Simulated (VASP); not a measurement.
Input of a VASP 6.6.1 run:

File INCAR:

```
PREC = Accurate
ENCUT = 600
EDIFF = 1E-7
ISMEAR = 0
SIGMA = 0.1
LREAL = False
LASPH = True
NELM = 60
ALGO = Fast
ISIF = 3
LWAVE = False
LCHARG = False
IBRION = 2
NSW = 100
EDIFFG = -0.05
```

File KPOINTS:

```
Automatic mesh
0
Gamma
  8 8 8
```

File POSCAR:

```
Nb
1.0
   -1.6588161900      1.6588161900      1.6588161900
    1.6588161900     -1.6588161900      1.6588161900
    1.6588161900      1.6588161900     -1.6588161900
Nb
1
Direct
    0.0000000000      0.0000000000      0.0000000000
```

Potentials or basis: VASP PAW LDA potentials, release 64 (Nb_sv).

Run with:

```bash
$ cat potpaw_LDA.64/Nb_sv/POTCAR > POTCAR
$ mpirun -np 1 vasp_std > vasp.out
```

Q: Predict the band gap on the k mesh.

A: Zero (an odd number of electrons rules out a gap without spin polarisation).

Q: What does it give for the relaxed volume?

A: 17.21 Å³/atom.

Q: What does it give for the relaxed cell?

A: a = 2.817 Å, b = 2.817 Å, c = 2.817 Å, α = 109.47°, β = 109.47°, γ = 109.47°.

Q: What does it give for the space group after relaxing (to 0.1 Å)?

A: Im-3m (No. 229).

Final structure:
```xyz
1
Lattice="-1.6265 1.6265 1.6265 1.6265 -1.6265 1.6265 1.6265 1.6265 -1.6265" Properties=species:S:1:pos:R:3 pbc="T T T"
Nb    1.6265    1.6265    1.6265
```
